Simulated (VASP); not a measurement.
Sb, a slab with vacuum:

```
Sb
1.0
     5.12941    0.00000    0.00000
     0.00000    4.24008    0.00000
     0.00000    0.00000   29.02170
Sb
4
Direct
  0.05942 0.00000 0.37522
  0.44058 0.50000 0.37522
  0.55942 0.50000 0.27947
  0.94058 0.00000 0.27947
```

Base run:

```yaml
Program: VASP 6.6.1
Functional: PBE
Potentials_or_basis: VASP PAW PBE potentials, release 64 (Sb)
Cutoff: 520 eV
k_mesh: 6 × 6 × 1
Occupations: gaussian, width 0.01 eV
Spin: no spin polarisation
```

Its results: band gap on the k mesh 0.53 eV, indirect (least direct gap 0.68 eV); largest force 0.307 eV/Å.

Question: The run is repeated on the same cell with these changes: functional from PBE to r2SCAN. What comes out?

Answer: Band gap on the k mesh 0.66 eV, indirect (least direct gap 0.86 eV); largest force 0.067 eV/Å.

r2SCAN gives the wider gap, since meta-GGAs in the generalised Kohn-Sham scheme recover part of the derivative discontinuity.

Caveats: spin-orbit coupling is left out, which moves the levels of the heavy elements; the PAW data sets were made with another functional, which shifts forces and pressure a little (some runs).

A k mesh can miss the band edges.
